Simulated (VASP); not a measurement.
Wanted: the native input for a VASP 6.6.1 run.

- Task: single point
- Functional: PBE
- Potentials or basis: VASP PAW PBE potentials, release 64 (Te, Sn_d)
- Cutoff: 520 eV
- k mesh: 6 × 6 × 6
- Occupations: fermi-dirac, width 0.05 eV
- Spin: no spin polarisation
- Dipole correction: no
- Further INCAR settings: ALGO = Normal; EDIFF = 1e-07; NBANDS = 32

The structure of Sn3Te lies in POSCAR:

```
Sn3Te
1.0
    4.7998622902      0.0000000000      0.0000000000
    0.0000000000      4.7998622902      0.0000000000
    0.0000000000      0.0000000000      4.7998622902
Te Sn
1 3
Direct
    0.0000000000      0.0000000000      0.0000000000
    0.0000000000      0.5000000000      0.5000000000
    0.5000000000      0.0000000000      0.5000000000
    0.5000000000      0.5000000000      0.0000000000
```

One way to write it, as run:

INCAR

```
ALGO = Normal
EDIFF = 1E-7
ENCUT = 520
GGA = PE
ISIF = 2
ISMEAR = -1
LASPH = T
LCHARG = T
LELF = T
LREAL = F
LVHAR = T
LWAVE = F
NBANDS = 32
NELM = 60
PREC = Accurate
SIGMA = 0.05
```

KPOINTS

```
k-points
0
Gamma
  6 6 6
```

Potentials or basis: VASP PAW PBE potentials, release 64 (Te, Sn_d).

Run with:

```bash
$ cat potpaw_PBE.64/Te/POTCAR potpaw_PBE.64/Sn_d/POTCAR > POTCAR
$ mpirun -np 1 vasp_std > vasp.out
```

Results of the run:

```yaml
Pressure: 2.3 GPa
Band_gap_on_the_k_mesh: zero (band 24 reaches 11.13 eV, above the bottom of band 25 at 7.69 eV)
```

Caveat: spin-orbit coupling is left out, which moves the levels of the heavy elements.

It took 99 s on 1 thread of AMD EPYC 7R43 64-Core Processor (Zen 3) (shared host), peak memory 0.2 GiB.
